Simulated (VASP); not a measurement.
**Cr: single point with PBE**

Crystal: Cr.

```xyz
1
Lattice="-1.4238 1.4238 1.4238 1.4238 -1.4238 1.4238 1.4238 1.4238 -1.4238" Properties=species:S:1:pos:R:3 pbc="T T T"
Cr    0.0000    0.0000    0.0000
```

```yaml
Program: VASP 6.6.1
Task: single point
Functional: PBE
Potentials_or_basis: VASP PAW PBE potentials, release 64 (Cr_pv)
Cutoff: 520 eV
k_mesh: 20 × 20 × 20
Occupations: gaussian, width 0.05 eV
Spin: no spin polarisation
```

The pressure is -0.3 GPa and the band gap on the k mesh is zero (bands 6 and 7 overlap by 3.36 eV).

Levels at points of the mesh, in eV from the Fermi level:
```csv
k point,band 3,band 4,band 5,band 6,band 7,band 8,band 9,band 10
"(0.00, 0.00, 0.00)",-42.74,-7.88,-0.93,-0.93,-0.93,1.13,1.13,7.09
"(0.50, 0.00, 0.00)",-42.75,-4.45,-2.48,1.10,1.12,1.47,2.82,7.08
"(0.50, 0.50, 0.50)",-43.37,-4.33,-4.33,2.43,2.43,2.43,7.09,10.60
```

It took 20 s on 1 thread of AMD EPYC 7R13 Processor (Zen 3) (shared host), peak memory 0.11 GiB.

Caveat: an empty level that is flat over the whole mesh can mark a ghost state of the potentials, or a narrow d or f band; the run has no spin polarisation, though such a crystal can be magnetic. Spin polarisation is off, so any magnetic state and its effect on volume and gap are missing.
